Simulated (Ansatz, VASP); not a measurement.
# AlRu: VASP beside Ansatz

```xyz
8
Lattice="2.9826 0.0000 0.0000 0.0000 2.9826 0.0000 0.0000 0.0000 25.4392" Properties=species:S:1:pos:R:3 pbc="T T T"
Ru    1.4913    1.4913    7.6268
Ru    1.4913    1.4913   10.4871
Ru    1.4913    1.4913   13.4590
Ru    1.4913    1.4913   16.5025
Al    0.0000    0.0000    9.0302
Al    0.0000    0.0000   11.9976
Al    0.0000    0.0000   14.9292
Al    0.0000    0.0000   17.7244
```

Alike in both runs: functional r2SCAN; k mesh 12 × 12 × 1; occupations gaussian, width 0.1 eV; no spin polarisation.

Ansatz relaxed the structure, and its values are those at the end. VASP's run is a single point on that final structure, the one shown.

|  | VASP | Ansatz |
| --- | --- | --- |
| version | VASP 6.6.1 | Ansatz 0.2.0 |
| potentials or method | VASP PAW PBE potentials, release 64 (Ru_pv, Al), cutoff 520 eV | scalar-relativistic, plane waves, PAW |
| valence electrons in the cell | 68 | 76 |

```csv
,VASP,Ansatz,Ansatz less VASP
gap on the k mesh at the Fermi level (eV),none,none,-
rms of the force components (eV/Å),0.009,0.005,-0.0040
"work function, face that differs most (eV)",3.14,3.13,-0.009
```

VASP's potentials were made for PBE, not for r2SCAN. A gap of «none» marks a metal or a gap that the smearing closes. VASP's potentials hold 68 valence electrons a cell and Ansatz's 76, so a difference there can come from the potentials and not from the codes.
